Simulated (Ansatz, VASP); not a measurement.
# As: VASP beside Ansatz

```
As
1.0
     2.73769   -0.29296   -0.29296
    -0.29296    2.73769   -0.29296
    -0.29296   -0.29296    2.73769
As
1
Direct
  0.50000 0.50000 0.50000
```

Alike in both runs: task single point; functional r2SCAN; k mesh 20 × 20 × 20; occupations gaussian, width 0.15 eV; no spin polarisation.

|  | VASP | Ansatz |
| --- | --- | --- |
| version | VASP 6.6.1 | Ansatz 0.2.0 |
| potentials or method | VASP PAW PBE potentials, release 64 (As), cutoff 520 eV | scalar-relativistic, plane waves, PAW |
| valence electrons in the cell | 5 | 15 |

```tsv
	VASP	Ansatz	Ansatz less VASP
gap on the k mesh at the Fermi level (eV)	none	none	-
pressure (GPa)	-1.6	-1.5	+0.07
traceless stress, the component that is largest in VASP (GPa)	4.93	4.94	+0.007
```

VASP's potentials were made for PBE, not for r2SCAN. A gap of «none» marks a metal or a gap that the smearing closes. VASP's potentials hold 5 valence electrons a cell and Ansatz's 15, so a difference there can come from the potentials and not from the codes.
